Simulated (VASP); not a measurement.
BaLiF3, 5 atoms in the cell. It takes space group P4/mmm (No. 123, tetragonal). The conventional cell has a = 4.062 Å, b = 4.062 Å, c = 3.934 Å, α = 90.00°, β = 90.00°, γ = 90.00°. Within 3.7 Å of Ba (site symmetry 4/mmm) lie 12 F at 2.83 to 2.87 Å and 8 Li at 3.48 Å. Li (site symmetry 4/mmm) has 6 F at 1.97 to 2.03 Å within 2.6 Å. F (site symmetry mmm) has 2 Li at 2.03 Å within 2.7 Å. F (site symmetry 4/mmm) has 2 Li at 1.97 Å within 2.6 Å.  This cell differs from its parent crystal: biaxial strain in the a-b plane: +2.0 %.

| Property | Result |
| --- | --- |
| Program | VASP 6.6.1 |
| Task | single point |
| Functional | r2SCAN |
| Potentials or basis | VASP PAW PBE potentials, release 64 (Ba_sv, Li_sv, F) |
| Cutoff | 520 eV |
| k mesh | 6 × 6 × 6 |
| Occupations | gaussian, width 0.02 eV |
| Spin | no spin polarisation |
| Dipole correction | no |
| Further INCAR settings | ALGO = Normal; EDIFF = 1e-06; NBANDS = 25 |

Potentials or basis: VASP PAW PBE potentials, release 64 (Ba_sv, Li_sv, F).

Command:

```console
$ cat potpaw_PBE.64/Ba_sv/POTCAR potpaw_PBE.64/Li_sv/POTCAR potpaw_PBE.64/F/POTCAR > POTCAR
$ cp INCAR.step1 INCAR
$ mpirun -np 1 vasp_std > vasp.out
$ cp INCAR.step2 INCAR
$ mpirun -np 1 vasp_std > vasp.out
```

Hardware: 1 thread of AMD EPYC 9R45 (Zen 5) (shared host).

Question: How long does it take, and how much memory?

Answer: It took 3 min on 1 thread of AMD EPYC 9R45 (Zen 5), on a shared host, peak memory 0.17 GiB. Counts: k points 40.
